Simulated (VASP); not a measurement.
BaSr2: single point with PBE

The system is BaSr2.

```xyz
6
Lattice="6.9705 0.0000 0.0000 -3.4852 6.0366 0.0000 0.0000 0.0000 8.1788" Properties=species:S:1:pos:R:3 pbc="T T T"
Ba    0.0000    4.0244    6.1341
Ba    3.4852    2.0122    2.0447
Sr    0.0000    0.0000    0.0000
Sr    0.0000    0.0000    4.0894
Sr    0.0000    4.0244    2.0447
Sr    3.4852    2.0122    6.1341
```

```json
{
 "Program": "VASP 6.6.1",
 "Task": "single point",
 "Functional": "PBE",
 "Potentials or basis": "VASP PAW PBE potentials, release 64 (Ba_sv, Sr_sv)",
 "Cutoff": "520 eV",
 "k mesh": "6 × 6 × 6",
 "Occupations": "gaussian, width 0.1 eV",
 "Spin": "no spin polarisation",
 "Dipole correction": "no",
 "Further INCAR settings": "ALGO = Fast; EDIFF = 1e-06; NBANDS = 39"
}
```

- Pressure: 0.0 GPa
- Band gap on the k mesh: zero (bands 30 and 31 overlap by 0.10 eV)

Levels at points of the mesh, in eV from the Fermi level:
| k point | band 28 | band 29 | band 30 | band 31 | band 32 | band 33 |
| --- | --- | --- | --- | --- | --- | --- |
| (0.00, 0.00, 0.00) | -0.20 | -0.15 | -0.15 | 0.05 | 0.05 | 0.07 |
| (0.50, 0.00, 0.00) | -0.81 | -0.42 | -0.17 | 0.17 | 0.22 | 0.44 |
| (0.00, 0.00, 0.50) | -0.06 | -0.06 | -0.06 | 0.35 | 0.35 | 0.37 |
| (0.50, 0.00, 0.50) | -1.41 | -0.30 | -0.30 | 0.13 | 0.13 | 0.77 |

It took 42 min on 1 thread of Intel Xeon 8259CL, with other jobs on the host, peak memory 0.66 GiB.

Caveat: spin-orbit coupling is left out, which moves the levels of the heavy elements.
